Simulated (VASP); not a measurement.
**Pd: single point with RPBE**

Crystal: Pd.

```
Pd
1.0
     2.76439    0.00000    0.00000
    -1.38220    2.39403    0.00000
     0.00000    0.00000    4.60918
Pd
2
Direct
  0.33333 0.66667 0.25000
  0.66667 0.33333 0.75000
```

This isn't the form of Pd at room conditions, which is fcc.

```
Program                : VASP 6.6.1
Task                   : single point
Functional             : RPBE
Potentials or basis    : VASP PAW PBE potentials, release 64 (Pd)
Cutoff                 : 520 eV
k mesh                 : 15 × 15 × 8
Occupations            : fermi-dirac, width 0.05 eV
Spin                   : collinear spin
Starting moments       : [0.368, 0.368] μB
Dipole correction      : no
Further INCAR settings : ALGO = Normal; EDIFF = 1e-06; NBANDS = 21
```

```yaml
Pressure: 6.2 GPa
Net_moment: 0.68 μB per cell
Site_moments: Pd +0.34 μB
Valence_electrons_inside_the_program's_atomic_spheres: Pd 9.38
```

Stress tensor (GPa, compression positive):
```
6.39 0.00 0.00
0.00 6.39 0.00
0.00 0.00 5.82
```

Levels at points of the mesh, in eV from the Fermi level:
Spin up:
```
           k point  band 7  band 8  band 9  band 10  band 11  band 12  band 13  band 14
(0.00, 0.00, 0.00)   -2.41   -1.73   -1.73    -0.38    -0.38     0.93     6.68    17.11
(0.00, 0.00, 0.50)   -2.78   -2.78   -0.82    -0.82    -0.82    -0.82    13.78    13.78
```
Spin down:
```tsv
k point	band 6	band 7	band 8	band 9	band 10	band 11	band 12	band 13	band 14	band 15
(0.00, 0.00, 0.00)	-2.15	-2.15	-1.49	-1.49	-0.13	-0.13	0.91	6.85	17.07	18.64
(0.00, 0.00, 0.50)	-2.53	-2.53	-2.53	-0.57	-0.57	-0.57	-0.57	13.84	13.84	17.59
```

Wall time 46 s on 1 thread of Intel(R) Xeon(R) 6975P-C (Granite Rapids) (shared host), peak memory 0.25 GiB.

Caveat: the cell stands under pressure; the PAW data sets were made with another functional, which shifts forces and pressure a little.
